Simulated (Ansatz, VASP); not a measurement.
SrCrBr2 in VASP and in Ansatz

The input INCAR:

```
SYSTEM = SrCrBr2
PREC = Accurate
ENCUT = 520
EDIFF = 1E-7
ISMEAR = 0
SIGMA = 0.1
LREAL = .FALSE.
LASPH = .TRUE.
NELM = 150
ALGO = Normal
ISIF = 2
LWAVE = .FALSE.
LCHARG = .TRUE.
ISPIN = 2
MAGMOM = 0 3 0 0
LORBIT = 11
LMAXMIX = 4
GGA = PE
LELF = .TRUE.
LVHAR = .TRUE.
NBANDS = 30
```

Contents of KPOINTS:

```
Automatic mesh
0
G
  6 6 6
  0 0 0
```

The input POSCAR:

```
SrCrBr2
1.0
    2.0276443230      1.1706609957      7.1351265187
   -2.0276443230      1.1706609957      7.1351265187
    0.0000000000     -2.3413219915      7.1351265187
Sr Cr Br
1 1 2
Direct
    0.0000000000      0.0000000000      0.0000000000
    0.5000000000      0.5000000000      0.5000000000
    0.2220000000      0.2220000000      0.2220000000
    0.7780000000      0.7780000000      0.7780000000
```

Input for Ansatz:

```yaml
crystal:
  lattice:
    - [2.027644323, 1.1706609957, 7.1351265187]
    - [-2.027644323, 1.1706609957, 7.1351265187]
    - [0.0, -2.3413219915, 7.1351265187]
  atoms:
    - { symbol: Sr, position: [0.0, 0.0, 0.0] }
    - { symbol: Cr, position: [0.5, 0.5, 0.5], spin: 3.0 }
    - { symbol: Br, position: [0.222, 0.222, 0.222] }
    - { symbol: Br, position: [0.778, 0.778, 0.778] }
basis:
  ecutwfc: 420
kpoints:
  mp_grid: { grid: [6, 6, 6] }
hamiltonian:
  xc: pbe
scf:
  occupations: { method: gaussian, width: 0.1 }
  lower_state_search: "off"
output:
  forces: true
  stress: true
  eigenvalues: true
  populations: true
magnetization:
  spin_polarized: true
```

Alike in both runs: task single point; functional PBE; k mesh 6 × 6 × 6; occupations gaussian, width 0.1 eV; collinear spin.

```csv
,VASP,Ansatz
version,VASP 6.6.1,Ansatz 0.2.0
potentials or method,"VASP PAW PBE potentials, release 64 (Sr_sv, Cr_pv, Br), cutoff 520 eV","scalar-relativistic, plane waves, PAW"
valence electrons in the cell,36,38
```

VASP gave:

* gap on the k mesh at the Fermi level (eV): none
* pressure (GPa): 6.9
* traceless stress, the component that is largest in VASP (GPa): -1.09
* rms of the force components (eV/Å): 0.605
* net moment per atom (μB): 1.07
* size of the moment on the site where the two differ most (μB): 4.04

Task: What did Ansatz give for the same quantities?

Result: gap on the k mesh at the Fermi level (eV): none; pressure (GPa): 6.9; traceless stress, the component that is largest in VASP (GPa): -1.08; rms of the force components (eV/Å): 0.605; net moment per atom (μB): 1.07; size of the moment on the site where the two differ most (μB): 3.89.

Site moments also hang on the region over which each program counts them. Atom by atom the forces differ by 0.000 eV/Å (rms over components). A gap of «none» marks a metal or a gap that the smearing closes. With one functional, cell and mesh, what is left measures potentials, basis and numerics. VASP's potentials hold 36 valence electrons a cell and Ansatz's 38, so a difference there can come from the potentials and not from the codes.
